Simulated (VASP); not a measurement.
Input of a VASP 6.6.1 run:

The input INCAR:

```
PREC = Accurate
ENCUT = 520
EDIFF = 1E-7
ISMEAR = -1
SIGMA = 1.0
LREAL = False
LASPH = True
NELM = 100
ALGO = Normal
ISIF = 2
LWAVE = False
LCHARG = True
LELF = True
LVHAR = True
NBANDS = 14
```

File KPOINTS:

```
Automatic mesh
0
Gamma
  14 14 14
```

Contents of POSCAR:

```
Rh
1.0
    0.0000000000      1.8776226225      1.8776226225
    1.8776226225      0.0000000000      1.8776226225
    1.8776226225      1.8776226225      0.0000000000
Rh
1
Direct
    0.0000000000      0.0000000000      0.0000000000
```

Potentials or basis: VASP PAW LDA potentials, release 64 (Rh_pv).

Run with:

```sh
$ cat potpaw_LDA.64/Rh_pv/POTCAR > POTCAR
$ mpirun -np 1 vasp_std > vasp.out
```

Task: Estimate the pressure.

Result: 26.6 GPa.
